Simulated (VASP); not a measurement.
# CdOs3 (P6_3/mmc) in VASP: single point with PBE

Aim: the single point of CdOs3 with PBE.

Program: VASP 6.6.1. These are calculated values, not measurements. Logs are shortened: lines on timing, memory, paths and dates and some standing lists are left out, and cuts for length are marked.

## Step 1: The cell of the first run

Symmetry: P6_3/mmc, No. 194, hexagonal system. The conventional cell has a = 5.650 Å, b = 5.650 Å, c = 4.466 Å, α = 90.00°, β = 90.00°, γ = 120.00°. Within 3.6 Å of Cd (site symmetry -6m2) lie 12 Os at 2.76 to 2.83 Å. Os (site symmetry mm2) has 4 Cd at 2.76 to 2.83 Å and 8 Os at 2.77 to 2.83 Å within 3.6 Å.

## Step 2: Single point, PBE

The input, INCAR:

```
SYSTEM = CdOs3
PREC = Accurate
ENCUT = 520
EDIFF = 1E-6
ISMEAR = 0
SIGMA = 0.1
LREAL = .False.
LASPH = .True.
NELM = 60
ALGO = Fast
ISIF = 2
LWAVE = .False.
LCHARG = .False.
GGA = PE
NBANDS = 46
```

The input, KPOINTS:

```
Automatic mesh
0
Gamma
  12 12 8
  0 0 0
```

The input, POSCAR:

```
CdOs3
1.0
    5.6502379714      0.0000000000      0.0000000000
   -2.8251189857      4.8932496207      0.0000000000
    0.0000000000      0.0000000000      4.4663538881
Cd Os
2 6
Direct
    0.3333333333      0.6666666667      0.2500000000
    0.6666666667      0.3333333333      0.7500000000
    0.8329770166      0.6659540332      0.2500000000
    0.1670229834      0.8329770166      0.7500000000
    0.3340459668      0.1670229834      0.2500000000
    0.1670229834      0.3340459668      0.7500000000
    0.8329770166      0.1670229834      0.2500000000
    0.6659540332      0.8329770166      0.7500000000
```

Potentials or basis: VASP PAW PBE potentials, release 64 (Cd, Os).

Started as:

```
$ cat potpaw_PBE.64/Cd/POTCAR potpaw_PBE.64/Os/POTCAR > POTCAR
$ mpirun -np 1 vasp_std > vasp.out
```

OUTCAR:

```text
SYSTEM = CdOs3
   PREC = Accurate
   ENCUT = 520
   EDIFF = 1E-6
   ISMEAR = 0
   LREAL = .False.
   LASPH = .True.
   NELM = 60
   ISIF = 2
   GGA = PE

 ion  position               nearest neighbor table
   1  0.333  0.667  0.250-   4 2.76   4 2.76   8 2.76   8 2.76   6 2.76   6 2.76   3 2.83   5 2.83
                             7 2.83   7 2.83   3 2.83   5 2.83
   2  0.667  0.333  0.750-   7 2.76   7 2.76   5 2.76   5 2.76   3 2.76   3 2.76   6 2.83   8 2.83
                             4 2.83   4 2.83   6 2.83   8 2.83
   3  0.833  0.666  0.250-   2 2.76   2 2.76   8 2.77   8 2.77   4 2.77   4 2.77   5 2.82   7 2.82
                             1 2.83   1 2.83   7 2.83   5 2.83
   4  0.167  0.833  0.750-   1 2.76   1 2.76   3 2.77   3 2.77   5 2.77   5 2.77   8 2.82   6 2.82
                             2 2.83   2 2.83   8 2.83   6 2.83
   5  0.334  0.167  0.250-   2 2.76   2 2.76   6 2.77   6 2.77   4 2.77   4 2.77   7 2.82   3 2.82
                             1 2.83   1 2.83   7 2.83   3 2.83
   6  0.167  0.334  0.750-   1 2.76   1 2.76   5 2.77   5 2.77   7 2.77   7 2.77   8 2.82   4 2.82
                             2 2.83   2 2.83   4 2.83   8 2.83
   7  0.833  0.167  0.250-   2 2.76   2 2.76   6 2.77   6 2.77   8 2.77   8 2.77   5 2.82   3 2.82
                             1 2.83   1 2.83   5 2.83   3 2.83
   8  0.666  0.833  0.750-   1 2.76   1 2.76   3 2.77   3 2.77   7 2.77   7 2.77   4 2.82   6 2.82
                             2 2.83   2 2.83   4 2.83   6 2.83

  LATTYP: Found a hexagonal cell.
 ALAT       =     5.6502379714
 C/A-ratio  =     0.7904718192

  Lattice vectors:

 A1 = (   5.6502379714,   0.0000000000,   0.0000000000)
 A2 = (  -2.8251189857,   4.8932496207,   0.0000000000)
 A3 = (   0.0000000000,   0.0000000000,   4.4663538881)

Analysis of symmetry for initial positions (statically):
=====================================================================
 Subroutine PRICEL returns:
 Original cell was already a primitive cell.

 Routine SETGRP: Setting up the symmetry group for a
 hexagonal supercell.

 Subroutine GETGRP returns: Found 24 space group operations
 (whereof 12 operations were pure point group operations)
 out of a pool of 24 trial point group operations.

The static configuration has the point symmetry D_3d.
 The point group associated with its full space group is D_6h.

Analysis of symmetry for dynamics (positions and initial velocities):
=====================================================================
 Subroutine PRICEL returns:
 Original cell was already a primitive cell.

 Routine SETGRP: Setting up the symmetry group for a
 hexagonal supercell.

 Subroutine GETGRP returns: Found 24 space group operations
 (whereof 12 operations were pure point group operations)
 out of a pool of 24 trial point group operations.

The dynamic configuration has the point symmetry D_3d.
 The point group associated with its full space group is D_6h.

 Subroutine INISYM returns: Found 24 space group operations
 (whereof 12 operations are pure point group operations),
 and found     1 'primitive' translations

----------------------------------------------------------------------------------------

                                     Primitive cell

  volume of cell :     123.4859

  direct lattice vectors                    reciprocal lattice vectors
     5.650237971  0.000000000  0.000000000     0.176983696  0.102181585  0.000000000
    -2.825118986  4.893249621  0.000000000     0.000000000  0.204363169  0.000000000
     0.000000000  0.000000000  4.466353888     0.000000000  0.000000000  0.223896275

  length of vectors
     5.650237971  5.650237971  4.466353888     0.204363169  0.204363169  0.223896275

  position of ions in fractional coordinates (direct lattice)
     0.333333333  0.666666667  0.250000000
     0.666666667  0.333333333  0.750000000
     0.832977017  0.665954033  0.250000000
     0.167022983  0.832977017  0.750000000
     0.334045967  0.167022983  0.250000000
     0.167022983  0.334045967  0.750000000
     0.832977017  0.167022983  0.250000000
     0.665954033  0.832977017  0.750000000

  ion indices of the primitive-cell ions
   primitive index   ion index
                 1           1
                 2           2
                 3           3
                 4           4
                 5           5
                 6           6
                 7           7
                 8           8

----------------------------------------------------------------------------------------

 KPOINTS: Automatic mesh

Automatic generation of k-mesh.
 Grid dimensions read from file:
 generate k-points for:   12   12    8

 Generating k-lattice:

  Cartesian coordinates                     Fractional coordinates (reciprocal lattice)
     0.014748641  0.008515132  0.000000000     0.083333333 -0.000000000  0.000000000
     0.000000000  0.017030264  0.000000000     0.000000000  0.083333333  0.000000000
     0.000000000  0.000000000  0.027987034     0.000000000  0.000000000  0.125000000

  Length of vectors
     0.017030264  0.017030264  0.027987034

  Shift w.r.t. Gamma in fractional coordinates (k-lattice)
     0.000000000  0.000000000  0.000000000

 Subroutine IBZKPT returns following result:
 ===========================================

 Found     95 irreducible k-points:

 Following reciprocal coordinates:
            Coordinates               Weight
  0.000000  0.000000  0.000000      1.000000
  0.083333  0.000000  0.000000      6.000000
  0.166667  0.000000  0.000000      6.000000
  0.250000  0.000000  0.000000      6.000000
  0.333333  0.000000  0.000000      6.000000
  0.416667 -0.000000  0.000000      6.000000
[... 16 lines left out ...]
  0.250000  0.000000  0.125000     12.000000
  0.333333  0.000000  0.125000     12.000000
 [... further k-points ...]
   k-points           NKPTS =     95   k-points in BZ     NKDIM =     95   number of bands    NBANDS=     46
   number of dos      NEDOS =    301   number of ions     NIONS =      8
   total plane-waves  NPLWV =  63504
   dimension x,y,z NGX =    42 NGY =   42 NGZ =   36
   dimension x,y,z NGXF=    84 NGYF=   84 NGZF=   72
   ions per type =               2   6
   NGX,Y,Z   is equivalent  to a cutoff of  12.36, 12.36, 13.40 a.u.
   NGXF,Y,Z  is equivalent  to a cutoff of  24.72, 24.72, 26.80 a.u.
 SYSTEM =  CdOs3
   PREC   = accura    normal or accurate (medium, high low for compatibility)
   ISTART =      0    job   : 0-new  1-cont  2-samecut
   ICHARG =      2    charge: 1-file 2-atom 10-const
   ISPIN  =      1    spin polarized calculation?
   LNONCOLLINEAR =      F non collinear calculations
   LSORBIT =      F    spin-orbit coupling
   LASPH  =      T    aspherical Exc in radial PAW
   ENCUT  =  520.0 eV  38.22 Ry    6.18 a.u.  10.51 10.51  8.30*2*pi/ulx,y,z
   NELM   =     60;   NELMIN=  2; NELMDL= -5     # of ELM steps
   EDIFF  = 0.1E-05   stopping-criterion for ELM
   LREAL  =      F    real-space projection
   EDIFFG = 0.1E-04   stopping-criterion for IOM
   NSW    =      0    number of steps for IOM
   IBRION =     -1    ionic relax: 0-MD 1-quasi-New 2-CG
   NFREE  =      0    steps in history (QN), initial steepest desc. (CG)
   ISIF   =      2    stress and relaxation
   ISYM   =      2    0-nonsym 1-usesym 2-fastsym
   POTIM  = 0.5000    time-step for ionic-motion
   TEBEG  =    0.0;   TEEND  =   0.0 temperature during run
   PSTRESS=    0.0 pullay stress
   NELECT =      72.0000    total number of electrons
   NUPDOWN=      -1.0000    fix difference up-down
   EMIN   =  10.00;   EMAX   =-10.00  energy-range for DOS
   EFERMI =   0.00;   METHOD = LEGACY
   ISMEAR =     0;   SIGMA  =   0.10  broadening in eV -4-tet -1-fermi 0-gaus
   EFERMI_NEDOS =   21; number of points for ismear=-14 and -15
   IALGO  =     68    algorithm
   IMIX   =      4    mixing-type and parameters
     AMIX     =   0.40;   BMIX     =  1.00
     AMIX_MAG =   1.60;   BMIX_MAG =  1.00
  volume/ion in A,a.u.               =      15.44       104.17
  Fermi-wavevector in a.u.,A,eV,Ry     =   1.367666  2.584513 25.449822  1.870509
  Thomas-Fermi vector in A             =   2.493698
   LORBIT       =      0    0 simple, 1 ext, 2 COOP (PROOUT), +10 PAW based schemes
   GGA     = PE    functional components
   LHFCALC =     F    Hartree Fock is set to
   AEXX    =    0.0000 exact exchange contribution
   IVDW    =     0    specifies the selected vdW correction
   LEPSILON=     F    determine dielectric tensor
   LRPA    =     F    only Hartree local field effects (RPA)
 non-spin polarized calculation
 RMM-DIIS sequential band-by-band and
 Gauss-broadening in eV      SIGMA  =   0.10
  energy-cutoff  :      520.00
  volume of cell :      123.49
 maximum number of plane-waves:      3353
   NGX = 21   NGY = 21   NGZ = 17

 number of electron      72.0000025 magnetization

 Free energy of the ion-electron system (eV)
  ---------------------------------------------------
  ext. energy  EPLUGINS =         0.00000000
  ---------------------------------------------------
  free energy    TOTEN  =       -62.56734624 eV

  energy without entropy =      -62.52833975  energy(sigma->0) =      -62.54784300

 E-fermi :   7.2707     XC(G=0): -13.3400

 val. band max:        7.2694982423   @ k =   0.2500   0.2500   0.0000
 cond. band min:       7.2722560026   @ k =   0.2500   0.1667   0.0000
 fundamental gap:      0.0027577603
 Fermi energy:         7.2706933701

 k-point     1 :       0.0000    0.0000    0.0000
  band No.  band energies     occupation
      1      -3.0236      2.00000
      2      -2.2135      2.00000
      3      -2.0682      2.00000
      4      -2.0682      2.00000
      5      -2.0257      2.00000
      6      -2.0257      2.00000
[... 38 lines left out ...]
     45      10.6662      0.00000
     46      10.6665      0.00000

 k-point     2 :       0.0833    0.0000    0.0000
  band No.  band energies     occupation
      1      -2.9646      2.00000
      2      -2.1994      2.00000
      3      -2.0563      2.00000
      4      -2.0506      2.00000
      5      -2.0223      2.00000
      6      -2.0153      2.00000
[... 1070 lines left out ...]
 k-point    24 :       0.3333    0.0000    0.1250
  band No.  band energies     occupation
      1      -2.1389      2.00000
      2      -2.0525      2.00000
      3      -2.0268      2.00000
      4      -1.9721      2.00000
      5      -1.9466      2.00000
      6      -1.8508      2.00000
[... 38 lines left out ...]
     45      10.5437      0.00000
     46      12.3974      0.00000

 [... further k-points ...]

------------------------ aborting loop because EDIFF is reached ----------------------------------------

  FORCE on cell =-STRESS in cart. coord.  units (eV):
  Direction    XX          YY          ZZ          XY          YZ          ZX
  --------------------------------------------------------------------------------------
  -------------------------------------------------------------------------------------
  Total        0.5492184      0.5492184      0.7138212      0.0000000      0.0000000      0.0000000
  in kB        7.1258781      7.1258781      9.2615310      0.0000000      0.0000000      0.0000000
  external PRESSURE =       7.8377624 kB  Pullay stress =       0.0000000 kB

 VOLUME and BASIS-vectors are now :
 -----------------------------------------------------------------------------
  energy-cutoff  :      520.00
  volume of cell :      123.49
      direct lattice vectors                 reciprocal lattice vectors
     5.650237971  0.000000000  0.000000000     0.176983696  0.102181585  0.000000000
    -2.825118986  4.893249621  0.000000000     0.000000000  0.204363169  0.000000000
     0.000000000  0.000000000  4.466353888     0.000000000  0.000000000  0.223896275

 POSITION                                       TOTAL-FORCE (eV/Angst)
 -----------------------------------------------------------------------------------
     -0.00000      3.26217      1.11659        -0.000000     -0.000000     -0.000000
      2.82512      1.63108      3.34977        -0.000000     -0.000000     -0.000000
      2.82512      3.25868      1.11659        -0.000000      0.044273     -0.000000
     -1.40954      4.07596      3.34977        -0.038342      0.022137      0.000000
      1.41558      0.81729      1.11659        -0.038342     -0.022137      0.000000
      0.00000      1.63457      3.34977         0.000000     -0.044273     -0.000000
      4.23466      0.81729      1.11659         0.038342     -0.022137     -0.000000
      1.40954      4.07596      3.34977         0.038342      0.022137     -0.000000
 -----------------------------------------------------------------------------------
    total drift:                               -0.000000      0.000000      0.000000

  FREE ENERGIE OF THE ION-ELECTRON SYSTEM (eV)
  ---------------------------------------------------
  free  energy   TOTEN  =       -62.5673462399 eV

  energy  without entropy=      -62.5283397518  energy(sigma->0) =      -62.54784300
```

Wall time 5.1 min (1 thread of Intel Xeon 6975P-C (Granite Rapids), shared host); peak memory 0.54 GiB.

What came out:

```yaml
Free_energy: -62.5673 eV
Pressure: 0.8 GPa
Largest_force: 0.044 eV/Å
Band_gap_on_the_k_mesh: zero (bands 36 and 37 overlap by 0.85 eV)
```

Forces on the atoms (eV/Å):
```
Cd   0.000  0.000  0.000
Cd   0.000  0.000  0.000
Os   0.000  0.044  0.000
Os  -0.038  0.022  0.000
Os  -0.038 -0.022  0.000
Os   0.000 -0.044  0.000
Os   0.038 -0.022  0.000
Os   0.038  0.022  0.000
```

Stress tensor (GPa, compression positive):
```
0.71 0.00 0.00
0.00 0.71 0.00
0.00 0.00 0.93
```

Caveat: spin-orbit coupling is left out, which moves the levels of the heavy elements.
